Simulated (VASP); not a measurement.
A run of VASP 6.6.1:

Contents of INCAR:

```
SYSTEM = NaH
ALGO     = Normal         ! electronic algorithm
EDIFF    = 1E-6           ! SCF threshold, eV
ENCUT    = 520            ! plane-wave cutoff, eV
GGA      = PE             ! functional
ISIF     = 2              ! what is computed and relaxed
ISMEAR   = -1             ! smearing method
LASPH    = .True.         ! aspherical terms in the spheres
LCHARG   = .False.        ! write CHGCAR
LREAL    = .False.        ! projectors in reciprocal space
LWAVE    = .False.        ! write WAVECAR
NBANDS   = 11             ! bands
NELM     = 80             ! most SCF steps
PREC     = Accurate       ! precision mode
SIGMA    = 0.02           ! smearing width, eV
```

The input KPOINTS:

```
k-points
0
Gamma
  8 8 8
  0 0 0
```

POSCAR

```
NaH
1.0
    2.9602489229      0.0278577165      0.0278577165
    0.0278577165      2.9602489229      0.0278577165
    0.0278577165      0.0278577165      2.9602489229
Na H
1 1
Direct
    0.0000000000      0.0000000000      0.0000000000
    0.5000000000      0.5000000000      0.5000000000
```

Potentials or basis: VASP PAW PBE potentials, release 64 (Na_pv, H).

The run is started by

```console
$ cat potpaw_PBE.64/Na_pv/POTCAR potpaw_PBE.64/H/POTCAR > POTCAR
$ mpirun -np 1 vasp_std > vasp.out
```

Hardware: 1 thread of Intel(R) Xeon(R) Platinum 8488C (Sapphire Rapids) (shared host).

Q: How long does it take, and how much memory?

A: Wall time 6.9 s on 1 thread of Intel(R) Xeon(R) Platinum 8488C (Sapphire Rapids), on a shared host, peak memory 0.14 GiB. Counts: scf iterations 11, k points 65.
